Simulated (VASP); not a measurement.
# Ni (Fd-3m) in VASP: notebook

Ni is run at these levels: BLYP; tasks: single point.

Program: VASP 6.6.1. These are calculated values, not measurements. Logs are shortened: lines on timing, memory, paths and dates and some standing lists are left out, and cuts for length are marked.

## Step 1: The cell of the first run

Symmetry: Fd-3m, No. 227, cubic system. The conventional cell has a = 5.190 Å, b = 5.190 Å, c = 5.190 Å, α = 90.00°, β = 90.00°, γ = 90.00°. Within 3.0 Å of Ni (site symmetry -43m) lie 4 Ni at 2.25 Å.

This isn't the form of Ni at room conditions, which is fcc.

## Step 2: Single point, BLYP, collinear spin, ferromagnetic start

Input file INCAR:

```
AGGAC = 1.0
AGGAX = 1.0
ALDAC = 0.0
ALDAX = 1.0
ALGO = Normal
EDIFF = 1E-6
ENCUT = 520
GGA = B5
ISIF = 2
ISMEAR = -1
ISPIN = 2
LASPH = True
LCHARG = False
LMAXMIX = 4
LORBIT = 11
LREAL = False
LWAVE = False
MAGMOM = 0.825 0.825
NBANDS = 21
NELM = 150
PREC = Accurate
SIGMA = 0.05
```

Input file KPOINTS:

```
k-points
0
Gamma
  17 17 17
```

Input file POSCAR:

```
Ni
1.0
    0.0000000000      2.5949043474      2.5949043474
    2.5949043474      0.0000000000      2.5949043474
    2.5949043474      2.5949043474      0.0000000000
Ni
2
Direct
    0.1250000000      0.1250000000      0.1250000000
    0.8750000000      0.8750000000      0.8750000000
```

Potentials or basis: VASP PAW PBE potentials, release 64 (Ni).

Run with:

```
$ cat potpaw_PBE.64/Ni/POTCAR > POTCAR
$ mpirun -np 1 vasp_std > vasp.out
```

OUTCAR:

```text
EDIFF = 1E-6
   ENCUT = 520
   GGA = B5
   ISIF = 2
   ISMEAR = -1
   ISPIN = 2
   LASPH = True
   LORBIT = 11
   LREAL = False
   NELM = 150
   PREC = Accurate

 ion  position               nearest neighbor table
   1  0.125  0.125  0.125-   2 2.25   2 2.25   2 2.25   2 2.25
   2  0.875  0.875  0.875-   1 2.25   1 2.25   1 2.25   1 2.25

  LATTYP: Found a face centered cubic cell.
 ALAT       =     5.1898086948

  Lattice vectors:

 A1 = (   0.0000000000,   2.5949043474,   2.5949043474)
 A2 = (   2.5949043474,   0.0000000000,   2.5949043474)
 A3 = (   2.5949043474,   2.5949043474,   0.0000000000)

Analysis of symmetry for initial positions (statically):
=====================================================================
 Subroutine PRICEL returns:
 Original cell was already a primitive cell.

 Routine SETGRP: Setting up the symmetry group for a
 face centered cubic supercell.

 Subroutine GETGRP returns: Found 48 space group operations
 (whereof 12 operations were pure point group operations)
 out of a pool of 48 trial point group operations.

The static configuration has the point symmetry D_3d.
 The point group associated with its full space group is O_h .

Analysis of symmetry for dynamics (positions and initial velocities):
=====================================================================
 Subroutine PRICEL returns:
 Original cell was already a primitive cell.

 Routine SETGRP: Setting up the symmetry group for a
 face centered cubic supercell.

 Subroutine GETGRP returns: Found 48 space group operations
 (whereof 12 operations were pure point group operations)
 out of a pool of 48 trial point group operations.

The dynamic configuration has the point symmetry D_3d.
 The point group associated with its full space group is O_h .

Analysis of structural, dynamic, and magnetic symmetry:
=====================================================================
 Subroutine PRICEL returns:
 Original cell was already a primitive cell.

 Routine SETGRP: Setting up the symmetry group for a
 face centered cubic supercell.

 Subroutine GETGRP returns: Found 48 space group operations
 (whereof 12 operations were pure point group operations)
 out of a pool of 48 trial point group operations.

The overall configuration has the point symmetry D_3d.
 The point group associated with its full space group is O_h .

 Subroutine INISYM returns: Found 48 space group operations
 (whereof 12 operations are pure point group operations),
 and found     1 'primitive' translations

----------------------------------------------------------------------------------------

                                     Primitive cell

  volume of cell :      34.9457

  direct lattice vectors                    reciprocal lattice vectors
     0.000000000  2.594904347  2.594904347    -0.192685330  0.192685330  0.192685330
     2.594904347  0.000000000  2.594904347     0.192685330 -0.192685330  0.192685330
     2.594904347  2.594904347  0.000000000     0.192685330  0.192685330 -0.192685330

  length of vectors
     3.669748921  3.669748921  3.669748921     0.333740781  0.333740781  0.333740781

  position of ions in fractional coordinates (direct lattice)
     0.125000000  0.125000000  0.125000000
     0.875000000  0.875000000  0.875000000

  ion indices of the primitive-cell ions
   primitive index   ion index
                 1           1
                 2           2

----------------------------------------------------------------------------------------

 KPOINTS: k-points

Automatic generation of k-mesh.
 Grid dimensions read from file:
 generate k-points for:   17   17   17

 Generating k-lattice:

  Cartesian coordinates                     Fractional coordinates (reciprocal lattice)
    -0.011334431  0.011334431  0.011334431     0.058823529  0.000000000  0.000000000
     0.011334431 -0.011334431  0.011334431     0.000000000  0.058823529  0.000000000
     0.011334431  0.011334431 -0.011334431     0.000000000  0.000000000  0.058823529

  Length of vectors
     0.019631811  0.019631811  0.019631811

  Shift w.r.t. Gamma in fractional coordinates (k-lattice)
     0.000000000  0.000000000  0.000000000

 Subroutine IBZKPT returns following result:
 ===========================================

 Found    165 irreducible k-points:

 Following reciprocal coordinates:
            Coordinates               Weight
  0.000000  0.000000  0.000000      1.000000
  0.058824  0.000000  0.000000      8.000000
  0.117647  0.000000  0.000000      8.000000
  0.176471  0.000000  0.000000      8.000000
  0.235294  0.000000  0.000000      8.000000
  0.294118  0.000000  0.000000      8.000000
[... 16 lines left out ...]
 -0.176471  0.058824  0.000000     24.000000
 -0.117647  0.058824  0.000000     24.000000
 [... further k-points ...]
   k-points           NKPTS =    165   k-points in BZ     NKDIM =    165   number of bands    NBANDS=     21
   number of dos      NEDOS =    301   number of ions     NIONS =      2
   total plane-waves  NPLWV =  21952
   dimension x,y,z NGX =    28 NGY =   28 NGZ =   28
   dimension x,y,z NGXF=    56 NGYF=   56 NGZF=   56
   ions per type =               2
   NGX,Y,Z   is equivalent  to a cutoff of  12.68, 12.68, 12.68 a.u.
   NGXF,Y,Z  is equivalent  to a cutoff of  25.37, 25.37, 25.37 a.u.
 SYSTEM =  unknown system
   PREC   = accura    normal or accurate (medium, high low for compatibility)
   ISTART =      0    job   : 0-new  1-cont  2-samecut
   ICHARG =      2    charge: 1-file 2-atom 10-const
   ISPIN  =      2    spin polarized calculation?
   LNONCOLLINEAR =      F non collinear calculations
   LSORBIT =      F    spin-orbit coupling
   LASPH  =      T    aspherical Exc in radial PAW
   ENCUT  =  520.0 eV  38.22 Ry    6.18 a.u.   6.82  6.82  6.82*2*pi/ulx,y,z
   NELM   =    150;   NELMIN=  2; NELMDL= -5     # of ELM steps
   EDIFF  = 0.1E-05   stopping-criterion for ELM
   LREAL  =      F    real-space projection
   EDIFFG = 0.1E-04   stopping-criterion for IOM
   NSW    =      0    number of steps for IOM
   IBRION =     -1    ionic relax: 0-MD 1-quasi-New 2-CG
   NFREE  =      0    steps in history (QN), initial steepest desc. (CG)
   ISIF   =      2    stress and relaxation
   ISYM   =      2    0-nonsym 1-usesym 2-fastsym
   POTIM  = 0.5000    time-step for ionic-motion
   TEBEG  =    0.0;   TEEND  =   0.0 temperature during run
   PSTRESS=    0.0 pullay stress
   NELECT =      20.0000    total number of electrons
   NUPDOWN=      -1.0000    fix difference up-down
   EMIN   =  10.00;   EMAX   =-10.00  energy-range for DOS
   EFERMI =   0.00;   METHOD = LEGACY
   ISMEAR =    -1;   SIGMA  =   0.05  broadening in eV -4-tet -1-fermi 0-gaus
   EFERMI_NEDOS =   21; number of points for ismear=-14 and -15
   IALGO  =     38    algorithm
   IMIX   =      4    mixing-type and parameters
     AMIX     =   0.40;   BMIX     =  1.00
     AMIX_MAG =   1.60;   BMIX_MAG =  1.00
  volume/ion in A,a.u.               =      17.47       117.91
  Fermi-wavevector in a.u.,A,eV,Ry     =   1.359211  2.568536 25.136137  1.847454
  Thomas-Fermi vector in A             =   2.485978
   LORBIT       =     11    0 simple, 1 ext, 2 COOP (PROOUT), +10 PAW based schemes
   GGA     = B5    functional components
   LHFCALC =     F    Hartree Fock is set to
   AEXX    =    0.0000 exact exchange contribution
   IVDW    =     0    specifies the selected vdW correction
   LEPSILON=     F    determine dielectric tensor
   LRPA    =     F    only Hartree local field effects (RPA)
 spin polarized calculation
  energy-cutoff  :      520.00
  volume of cell :       34.95
 maximum number of plane-waves:       956
   NGX = 13   NGY = 13   NGZ = 13

 number of electron      20.0000023 magnetization       1.5530002

 Free energy of the ion-electron system (eV)
  ---------------------------------------------------
  ext. energy  EPLUGINS =         0.00000000
  ---------------------------------------------------
  free energy    TOTEN  =        -7.51619500 eV

  energy without entropy =       -7.48282419  energy(sigma->0) =       -7.49950960

 E-fermi :   4.6055     XC(G=0):  -9.7944

 val. band max:        4.6048125884   @ k =  -0.4706   0.2941   0.1176
 cond. band min:       4.6059956718   @ k =  -0.2353   0.0588   0.0000
 fundamental gap:      0.0011830834
 Fermi energy:         4.6054775873

 spin component 1

 k-point     1 :       0.0000    0.0000    0.0000
  band No.  band energies     occupation
      1      -1.5848      1.00000
      2       1.6334      1.00000
      3       1.6334      1.00000
      4       1.6531      1.00000
      5       1.6531      1.00000
      6       1.6531      1.00000
[... 13 lines left out ...]
     20      21.4248      0.00000
     21      21.4248      0.00000
[... 529 lines left out ...]
 k-point    24 :      -0.1176    0.0588    0.0000
  band No.  band energies     occupation
      1      -1.2163      1.00000
      2       1.4495      1.00000
      3       1.5532      1.00000
      4       1.6657      1.00000
      5       1.8059      1.00000
      6       1.8906      1.00000
[... 13 lines left out ...]
     20      21.0533      0.00000
     21      21.5617      0.00000

 [... further k-points ...]

 spin component 2

 k-point     1 :       0.0000    0.0000    0.0000
  band No.  band energies     occupation
      1      -1.5590      1.00000
      2       2.3210      1.00000
      3       2.3210      1.00000
      4       2.3850      1.00000
      5       2.3850      1.00000
      6       2.3850      1.00000
[... 13 lines left out ...]
     20      21.4329      0.00000
     21      21.4329      0.00000
[... 529 lines left out ...]
 k-point    24 :      -0.1176    0.0588    0.0000
  band No.  band energies     occupation
      1      -1.1883      1.00000
      2       2.1495      1.00000
      3       2.2576      1.00000
      4       2.4029      1.00000
      5       2.5251      1.00000
      6       2.6137      1.00000
[... 13 lines left out ...]
     20      21.1240      0.00000
     21      21.6110      0.00000

 [... further k-points ...]

------------------------ aborting loop because EDIFF is reached ----------------------------------------

  FORCE on cell =-STRESS in cart. coord.  units (eV):
  Direction    XX          YY          ZZ          XY          YZ          ZX
  --------------------------------------------------------------------------------------
  -------------------------------------------------------------------------------------
  Total        0.0119389      0.0119389      0.0119389      0.0000000     -0.0000000     -0.0000000
  in kB        0.5473696      0.5473696      0.5473696      0.0000000     -0.0000000     -0.0000000
  external PRESSURE =       0.5473696 kB  Pullay stress =       0.0000000 kB

 VOLUME and BASIS-vectors are now :
 -----------------------------------------------------------------------------
  energy-cutoff  :      520.00
  volume of cell :       34.95
      direct lattice vectors                 reciprocal lattice vectors
     0.000000000  2.594904347  2.594904347    -0.192685330  0.192685330  0.192685330
     2.594904347  0.000000000  2.594904347     0.192685330 -0.192685330  0.192685330
     2.594904347  2.594904347  0.000000000     0.192685330  0.192685330 -0.192685330

 POSITION                                       TOTAL-FORCE (eV/Angst)
 -----------------------------------------------------------------------------------
      0.64873      0.64873      0.64873        -0.000000     -0.000000     -0.000000
      4.54108      4.54108      4.54108         0.000000      0.000000      0.000000
 -----------------------------------------------------------------------------------
    total drift:                                0.000000      0.000000     -0.000000

  FREE ENERGIE OF THE ION-ELECTRON SYSTEM (eV)
  ---------------------------------------------------
  free  energy   TOTEN  =        -7.5161950006 eV

  energy  without entropy=       -7.4828241901  energy(sigma->0) =       -7.49950960

 total charge

# of ion       s       p       d       tot
------------------------------------------
    1        0.532   0.309   8.353   9.194
    2        0.532   0.309   8.353   9.194
--------------------------------------------------
tot          1.065   0.618  16.706  18.388

 magnetization (x)

# of ion       s       p       d       tot
------------------------------------------
    1       -0.012  -0.015   0.808   0.781
    2       -0.012  -0.015   0.808   0.781
--------------------------------------------------
tot         -0.025  -0.029   1.616   1.562
```

It took 93 s on 1 thread of Intel Xeon 6975P-C (Granite Rapids), shared host; peak memory 0.29 GiB.

Results:

```yaml
Free_energy: -7.5162 eV
Pressure: 0.1 GPa
Net_moment: 1.55 μB per cell
Site_moments: Ni +0.78 μB
Valence_electrons_inside_the_program's_atomic_spheres: Ni 9.19
```

Levels at points of the mesh, in eV from the Fermi level:
Spin up:
```tsv
k point	band 7	band 8	band 9	band 10	band 11	band 12	band 13	band 14	band 15	band 16
(0.00, 0.00, 0.00)	-1.64	-1.64	-1.64	-0.76	-0.76	11.17	11.17	11.17	11.81	11.81
```
Spin down:
```csv
k point,band 6,band 7,band 8,band 9,band 10,band 11,band 12,band 13,band 14,band 15
"(0.00, 0.00, 0.00)",-2.22,-0.83,-0.83,-0.83,0.08,0.08,11.35,11.35,11.35,11.99
```

Caveat: the PAW data sets were made with another functional, which shifts forces and pressure a little.

## Step 3: Single point, BLYP, collinear spin, ferromagnetic start (15.38 Å³/atom)

This run uses another cell than the first one, of 15.38 Å³/atom.

Input file INCAR:

```
SYSTEM = Ni
AGGAC = 1.0
AGGAX = 1.0
ALDAC = 0.0
ALDAX = 1.0
ALGO = Normal
EDIFF = 1E-6
ENCUT = 520
GGA = B5
ISIF = 2
ISMEAR = -1
ISPIN = 2
LASPH = .TRUE.
LCHARG = .FALSE.
LMAXMIX = 4
LORBIT = 11
LREAL = .FALSE.
LWAVE = .FALSE.
MAGMOM = 0.824 0.824
NBANDS = 21
NELM = 150
PREC = Accurate
SIGMA = 0.05
```

Input file KPOINTS:

```
k-points
0
G
  12 12 12
  0 0 0
```

Input file POSCAR:

```
Ni
1.0
    0.0000000000      2.4866494421      2.4866494421
    2.4866494421      0.0000000000      2.4866494421
    2.4866494421      2.4866494421      0.0000000000
Ni
2
Direct
    0.1250000000      0.1250000000      0.1250000000
    0.8750000000      0.8750000000      0.8750000000
```

Potentials or basis: VASP PAW PBE potentials, release 64 (Ni).

Run with:

```
$ cat potpaw_PBE.64/Ni/POTCAR > POTCAR
$ mpirun -np 1 vasp_std > vasp.out
```

It took 2.6 min on 1 thread of Intel Xeon 8259CL, shared host; peak memory 0.21 GiB.

Results (log left out):

```yaml
Free_energy: -7.3609 eV
Pressure: 13.6 GPa
Net_moment: 1.50 μB per cell
Site_moments: Ni +0.75 μB
Valence_electrons_inside_the_program's_atomic_spheres: Ni 9.35
```

Levels at points of the mesh, in eV from the Fermi level:
Spin up:
```
           k point  band 8  band 9  band 10  band 11  band 12  band 13  band 14  band 15
(0.00, 0.00, 0.00)   -1.79   -1.79    -0.73    -0.73    12.36    12.36    12.36    12.82
(0.50, 0.00, 0.00)   -1.42   -1.42    -0.89    -0.89     0.47     8.93     8.93    12.94
(0.50, 0.50, 0.00)   -2.02   -0.75    -0.75     1.09     1.09     4.64     4.64     9.91
```
Spin down:
```tsv
k point	band 5	band 6	band 7	band 8	band 9	band 10	band 11	band 12	band 13	band 14
(0.00, 0.00, 0.00)	-2.63	-2.63	-1.01	-1.01	-1.01	0.12	0.12	12.54	12.54	12.54
(0.50, 0.00, 0.00)	-2.60	-2.60	-1.44	-0.64	-0.64	-0.03	-0.03	1.14	9.06	9.06
(0.50, 0.50, 0.00)	-2.10	-2.10	-1.26	-1.26	0.12	0.12	1.57	1.57	4.66	4.66
```

Caveat: the cell stands under pressure; the PAW data sets were made with another functional, which shifts forces and pressure a little.

(Continued in part 2 of 2.)
